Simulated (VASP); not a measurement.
# CaSe (Fm-3m) in VASP: a series of runs, part 2 of 2

VASP 6.6.1. Earlier steps stand in the parts before.

## (3) Relaxation of cell and atoms, PBE

This run uses another cell than the first one, of 27.49 Å³/atom, 1.052 times its volume.

Contents of INCAR:

```
ALGO = Normal
EDIFF = 1E-7
EDIFFG = -0.005
ENCUT = 600
GGA = PE
IBRION = 2
ISIF = 3
ISMEAR = -1
LASPH = True
LCHARG = False
LREAL = False
LWAVE = False
NELM = 80
NSW = 80
PREC = Accurate
SIGMA = 0.02
```

Contents of KPOINTS:

```
k-points
0
Gamma
  6 6 6
```

Contents of POSCAR:

```
CaSe
1.0
    0.0000000000      3.0179350000      3.0179350000
    3.0179350000      0.0000000000      3.0179350000
    3.0179350000      3.0179350000      0.0000000000
Ca Se
1 1
Direct
    0.0000000000      0.0000000000      0.0000000000
    0.5000000000      0.5000000000      0.5000000000
```

Potentials or basis: VASP PAW PBE potentials, release 64 (Ca_sv, Se).

Started as:

```console
$ cat potpaw_PBE.64/Ca_sv/POTCAR potpaw_PBE.64/Se/POTCAR > POTCAR
$ mpirun -np 1 vasp_std > vasp.out
```

OUTCAR:

```text
EDIFF = 1E-7
   EDIFFG = -0.005
   ENCUT = 600
   GGA = PE
   IBRION = 2
   ISIF = 3
   ISMEAR = -1
   LASPH = True
   LREAL = False
   NELM = 80
   NSW = 80
   PREC = Accurate

 ion  position               nearest neighbor table
   1  0.000  0.000  0.000-
   2  0.500  0.500  0.500-

  LATTYP: Found a face centered cubic cell.
 ALAT       =     6.0358700000

  Lattice vectors:

 A1 = (   0.0000000000,   3.0179350000,   3.0179350000)
 A2 = (   3.0179350000,   0.0000000000,   3.0179350000)
 A3 = (   3.0179350000,   3.0179350000,   0.0000000000)

Analysis of symmetry for initial positions (statically):
=====================================================================
 Subroutine PRICEL returns:
 Original cell was already a primitive cell.

 Routine SETGRP: Setting up the symmetry group for a
 face centered cubic supercell.

 Subroutine GETGRP returns: Found 48 space group operations
 (whereof 48 operations were pure point group operations)
 out of a pool of 48 trial point group operations.

The static configuration has the point symmetry O_h .

Analysis of symmetry for dynamics (positions and initial velocities):
=====================================================================
 Subroutine PRICEL returns:
 Original cell was already a primitive cell.

 Routine SETGRP: Setting up the symmetry group for a
 face centered cubic supercell.

 Subroutine GETGRP returns: Found 48 space group operations
 (whereof 48 operations were pure point group operations)
 out of a pool of 48 trial point group operations.

The dynamic configuration has the point symmetry O_h .

 Subroutine INISYM returns: Found 48 space group operations
 (whereof 48 operations are pure point group operations),
 and found     1 'primitive' translations

----------------------------------------------------------------------------------------

                                     Primitive cell

  volume of cell :      54.9743

  direct lattice vectors                    reciprocal lattice vectors
     0.000000000  3.017935000  3.017935000    -0.165676199  0.165676199  0.165676199
     3.017935000  0.000000000  3.017935000     0.165676199 -0.165676199  0.165676199
     3.017935000  3.017935000  0.000000000     0.165676199  0.165676199 -0.165676199

  length of vectors
     4.268004607  4.268004607  4.268004607     0.286959594  0.286959594  0.286959594

  position of ions in fractional coordinates (direct lattice)
     0.000000000  0.000000000  0.000000000
     0.500000000  0.500000000  0.500000000

  ion indices of the primitive-cell ions
   primitive index   ion index
                 1           1
                 2           2

----------------------------------------------------------------------------------------

 KPOINTS: k-points

Automatic generation of k-mesh.
 Grid dimensions read from file:
 generate k-points for:    6    6    6

 Generating k-lattice:

  Cartesian coordinates                     Fractional coordinates (reciprocal lattice)
    -0.027612700  0.027612700  0.027612700     0.166666667  0.000000000  0.000000000
     0.027612700 -0.027612700  0.027612700     0.000000000  0.166666667  0.000000000
     0.027612700  0.027612700 -0.027612700     0.000000000  0.000000000  0.166666667

  Length of vectors
     0.047826599  0.047826599  0.047826599

  Shift w.r.t. Gamma in fractional coordinates (k-lattice)
     0.000000000  0.000000000  0.000000000

 Subroutine IBZKPT returns following result:
 ===========================================

 Found     16 irreducible k-points:

 Following reciprocal coordinates:
            Coordinates               Weight
  0.000000  0.000000  0.000000      1.000000
  0.166667  0.000000  0.000000      8.000000
  0.333333  0.000000  0.000000      8.000000
  0.500000  0.000000  0.000000      4.000000
  0.166667  0.166667  0.000000      6.000000
  0.333333  0.166667  0.000000     24.000000
[... 8 lines left out ...]
 -0.333333  0.333333  0.166667     24.000000
 -0.333333  0.500000  0.166667     12.000000
   k-points           NKPTS =     16   k-points in BZ     NKDIM =     16   number of bands    NBANDS=     12
   number of dos      NEDOS =    301   number of ions     NIONS =      2
   total plane-waves  NPLWV =  46656
   dimension x,y,z NGX =    36 NGY =   36 NGZ =   36
   dimension x,y,z NGXF=    72 NGYF=   72 NGZF=   72
   ions per type =               1   1
   NGX,Y,Z   is equivalent  to a cutoff of  14.02, 14.02, 14.02 a.u.
   NGXF,Y,Z  is equivalent  to a cutoff of  28.05, 28.05, 28.05 a.u.
 SYSTEM =  unknown system
   PREC   = accura    normal or accurate (medium, high low for compatibility)
   ISTART =      0    job   : 0-new  1-cont  2-samecut
   ICHARG =      2    charge: 1-file 2-atom 10-const
   ISPIN  =      1    spin polarized calculation?
   LNONCOLLINEAR =      F non collinear calculations
   LSORBIT =      F    spin-orbit coupling
   LASPH  =      T    aspherical Exc in radial PAW
   ENCUT  =  600.0 eV  44.10 Ry    6.64 a.u.   8.52  8.52  8.52*2*pi/ulx,y,z
   NELM   =     80;   NELMIN=  2; NELMDL= -5     # of ELM steps
   EDIFF  = 0.1E-06   stopping-criterion for ELM
   LREAL  =      F    real-space projection
   EDIFFG = -.5E-02   stopping-criterion for IOM
   NSW    =     80    number of steps for IOM
   IBRION =      2    ionic relax: 0-MD 1-quasi-New 2-CG
   NFREE  =      1    steps in history (QN), initial steepest desc. (CG)
   ISIF   =      3    stress and relaxation
   ISYM   =      2    0-nonsym 1-usesym 2-fastsym
   POTIM  = 0.5000    time-step for ionic-motion
   TEBEG  =    0.0;   TEEND  =   0.0 temperature during run
   PSTRESS=    0.0 pullay stress
   NELECT =      16.0000    total number of electrons
   NUPDOWN=      -1.0000    fix difference up-down
   EMIN   =  10.00;   EMAX   =-10.00  energy-range for DOS
   EFERMI =   0.00;   METHOD = LEGACY
   ISMEAR =    -1;   SIGMA  =   0.02  broadening in eV -4-tet -1-fermi 0-gaus
   EFERMI_NEDOS =   21; number of points for ismear=-14 and -15
   IALGO  =     38    algorithm
   IMIX   =      4    mixing-type and parameters
     AMIX     =   0.40;   BMIX     =  1.00
     AMIX_MAG =   1.60;   BMIX_MAG =  1.00
  volume/ion in A,a.u.               =      27.49       185.49
  Fermi-wavevector in a.u.,A,eV,Ry     =   1.084913  2.050188 16.014552  1.177036
  Thomas-Fermi vector in A             =   2.221014
   LORBIT       =      0    0 simple, 1 ext, 2 COOP (PROOUT), +10 PAW based schemes
   GGA     = PE    functional components
   LHFCALC =     F    Hartree Fock is set to
   AEXX    =    0.0000 exact exchange contribution
   IVDW    =     0    specifies the selected vdW correction
   LEPSILON=     F    determine dielectric tensor
   LRPA    =     F    only Hartree local field effects (RPA)
 conjugate gradient relaxation of ions
 non-spin polarized calculation
  energy-cutoff  :      600.00
  volume of cell :       54.97
 maximum number of plane-waves:      1853
 NGX is ok and might be reduce to    36
   NGX = 17   NGY = 17   NGZ = 17

--------------------------------------- Ionic step        1  -------------------------------------------

 number of electron      16.0000000 magnetization

 Free energy of the ion-electron system (eV)
  ---------------------------------------------------
  ext. energy  EPLUGINS =         0.00000000
  ---------------------------------------------------
  free energy    TOTEN  =        -9.47599792 eV

  energy without entropy =       -9.47599792  energy(sigma->0) =       -9.47599792

------------------------ aborting loop because EDIFF is reached ----------------------------------------

  FORCE on cell =-STRESS in cart. coord.  units (eV):
  Direction    XX          YY          ZZ          XY          YZ          ZX
  --------------------------------------------------------------------------------------
  -------------------------------------------------------------------------------------
  Total       -0.5354592     -0.5354592     -0.5354592      0.0000000      0.0000000      0.0000000
  in kB      -15.6054868    -15.6054868    -15.6054868      0.0000000      0.0000000      0.0000000
  external PRESSURE =     -15.6054868 kB  Pullay stress =       0.0000000 kB
[... 57 lines left out ...]
  energy  without entropy=       -9.4853816262  energy(sigma->0) =       -9.48538163

--------------------------------------- Ionic step        3  -------------------------------------------

 number of electron      16.0000001 magnetization

 Free energy of the ion-electron system (eV)
  ---------------------------------------------------
  ext. energy  EPLUGINS =         0.00000000
  ---------------------------------------------------
  free energy    TOTEN  =        -9.48550475 eV

  energy without entropy =       -9.48550475  energy(sigma->0) =       -9.48550475

 E-fermi :   2.8187     XC(G=0):  -9.0478

 val. band max:        2.2735979858   @ k =   0.0000   0.0000   0.0000
 cond. band min:       4.3556429621   @ k =   0.5000   0.5000   0.0000
 fundamental gap:      2.0820449763
 Fermi energy:         2.8187496981

 k-point     1 :       0.0000    0.0000    0.0000
  band No.  band energies     occupation
      1     -37.5551      2.00000
      2     -18.5447      2.00000
      3     -18.5447      2.00000
      4     -18.5447      2.00000
      5      -9.4382      2.00000
      6       2.2736      2.00000
      7       2.2736      2.00000
      8       2.2736      2.00000
      9       5.4800      0.00000
     10       5.9859      0.00000
     11       5.9859      0.00000
     12       5.9859      0.00000
[... 252 lines left out ...]
  FREE ENERGIE OF THE ION-ELECTRON SYSTEM (eV)
  ---------------------------------------------------
  free  energy   TOTEN  =        -9.4855047469 eV

  energy  without entropy=       -9.4855047469  energy(sigma->0) =       -9.48550475

 reached required accuracy - stopping structural energy minimisation
```

It took 18 s on 1 thread of Intel Xeon 6975P-C (Granite Rapids), shared host; peak memory 0.21 GiB.

Results:

| Property | Result |
| --- | --- |
| Free energy | -9.4855 eV |
| Relaxed volume | 26.54 Å³/atom |
| Relaxed cell | a = 4.218 Å, b = 4.218 Å, c = 4.218 Å, α = 60.00°, β = 60.00°, γ = 60.00° |
| Space group after relaxing (to 0.05 Å) | Fm-3m (No. 225) |
| Energy gained by relaxing | 4.8 meV/atom |
| Ionic steps | 3 |
| Pressure after relaxing | 0.0 GPa |
| Band gap on the k mesh | 2.08 eV, indirect (least direct gap 2.99 eV) |

Step by step:
```
step  energy change (eV)  largest force (eV/Å)  pressure (GPa)  volume (Å³)
   1              0.0000                0.0000           -1.56        54.97
   2             -0.0094                0.0000            0.19        52.87
   3             -0.0095                0.0000            0.00        53.08
```

Final structure:
```
CELL_PARAMETERS angstrom
0.00000 2.98285 2.98285
2.98285 0.00000 2.98285
2.98285 2.98285 0.00000
ATOMIC_POSITIONS crystal
Ca 0.00000 0.00000 0.00000
Se 0.50000 0.50000 0.50000
```

Levels at points of the mesh, in eV from the valence-band top:
```csv
k point,band 6,band 7,band 8,band 9,band 10,band 11
"(0.00, 0.00, 0.00)",0.00,0.00,0.00,3.21,3.71,3.71
"(0.50, 0.00, 0.00)",-3.19,-1.15,-1.15,4.47,5.41,5.44
"(0.50, 0.50, 0.00)",-2.45,-0.91,-0.91,2.08,4.94,4.99
```

A k mesh can miss the band edges. PBE gaps usually lie below the measured ones, often by a third to a half.

## (4) Relaxation of cell and atoms, r2SCAN

This run uses another cell than the first one, of 26.46 Å³/atom, 1.012 times its volume.

Contents of POSCAR:

```
CaSe
1.0
    0.0000000000      2.9798162921      2.9798162921
    2.9798162921      0.0000000000      2.9798162921
    2.9798162921      2.9798162921      0.0000000000
Ca Se
1 1
Direct
    0.0000000000      0.0000000000      0.0000000000
    0.5000000000      0.5000000000      0.5000000000
```

Contents of INCAR.step1:

```
SYSTEM = CaSe
PREC = Accurate
ENCUT = 600
ISMEAR = -1
SIGMA = 0.02
LREAL = .False.
LASPH = .True.
NELM = 60
GGA = PE
ALGO = Normal
EDIFF = 1E-4
LWAVE = .True.
LCHARG = .False.
```

Contents of INCAR.step2:

```
SYSTEM = CaSe
PREC = Accurate
ENCUT = 600
EDIFF = 1E-6
ISMEAR = -1
SIGMA = 0.02
LREAL = .False.
LASPH = .True.
NELM = 60
ALGO = Normal
ISIF = 3
LWAVE = .False.
LCHARG = .False.
METAGGA = R2SCAN
LMIXTAU = .True.
IBRION = 2
NSW = 80
EDIFFG = -0.005
ISTART = 1
```

Contents of KPOINTS:

```
regular mesh
0
Gamma
  6 6 6
  0 0 0
```

Started as:

```console
$ cat potpaw_PBE.64/Ca_sv/POTCAR potpaw_PBE.64/Se/POTCAR > POTCAR
$ cp INCAR.step1 INCAR
$ mpirun -np 1 vasp_std > vasp.out
$ cp INCAR.step2 INCAR
$ mpirun -np 1 vasp_std > vasp.out
```

Wall time 63 s (1 thread of Intel Xeon 6975P-C (Granite Rapids), shared host); peak memory 0.22 GiB.

The run converged. Its results:

* Free energy: -25.9807 eV
* Relaxed volume: 26.25 Å³/atom
* Relaxed cell: a = 4.203 Å, b = 4.203 Å, c = 4.203 Å, α = 60.00°, β = 60.00°, γ = 60.00°
* Space group after relaxing (to 0.05 Å): Fm-3m (No. 225)
* Energy gained by relaxing: 0.3 meV/atom
* Ionic steps: 3
* Pressure after relaxing: 0.0 GPa
* Band gap on the k mesh: 2.53 eV, indirect (least direct gap 3.46 eV)

Step by step:
```csv
step,energy change (eV),largest force (eV/Å),pressure (GPa),volume (Å³)
1,0.0000,0.0000,-0.40,52.92
2,-0.0005,0.0000,0.09,52.42
3,-0.0005,0.0000,0.01,52.51
```

Final structure:
```yaml
crystal:
  lattice:
    - [0.00000, 2.97211, 2.97211]
    - [2.97211, 0.00000, 2.97211]
    - [2.97211, 2.97211, 0.00000]
  atoms:
    - { symbol: Ca, position: [0.00000, 0.00000, 0.00000] }
    - { symbol: Se, position: [0.50000, 0.50000, 0.50000] }
```

Levels at points of the mesh, in eV from the valence-band top:
| k point | band 6 | band 7 | band 8 | band 9 | band 10 | band 11 |
| --- | --- | --- | --- | --- | --- | --- |
| (0.00, 0.00, 0.00) | 0.00 | 0.00 | 0.00 | 4.05 | 4.23 | 4.23 |
| (0.50, 0.00, 0.00) | -3.22 | -1.16 | -1.16 | 5.09 | 6.05 | 6.08 |
| (0.50, 0.50, 0.00) | -2.51 | -0.93 | -0.93 | 2.53 | 5.59 | 5.74 |

Caveat: the PAW data sets were made with another functional, which shifts forces and pressure a little. r2SCAN opens gaps a little over a GGA but as a rule still falls short of measured ones.

## (5) Overview

```tsv
task	level	cell	k mesh	cutoff (eV)	smearing	gap on the mesh (eV)	pressure (GPa)	relaxed volume (Å³/atom)
single point	r2SCAN	a = 4.197 Å, angles 60.0°, 2 atoms	8 × 8 × 8	520	gaussian 0.01 eV	2.52	0.2	-
relaxation of cell and atoms	PBE	relaxed from a = 4.268 Å, angles 60.0°, 2 atoms	6 × 6 × 6	600	fermi-dirac 0.02 eV	2.08	0.0	26.54
relaxation of cell and atoms	r2SCAN	relaxed from a = 4.214 Å, angles 60.0°, 2 atoms	6 × 6 × 6	600	fermi-dirac 0.02 eV	2.53	0.0	26.25
```

Alike in all rows: potentials or basis VASP PAW PBE potentials, release 64 (Ca_sv, Se); no spin polarisation.

Caveats: the PAW data sets were made with another functional, which shifts forces and pressure a little (some runs).

Absolute energies hang on the potentials; compare differences alone.
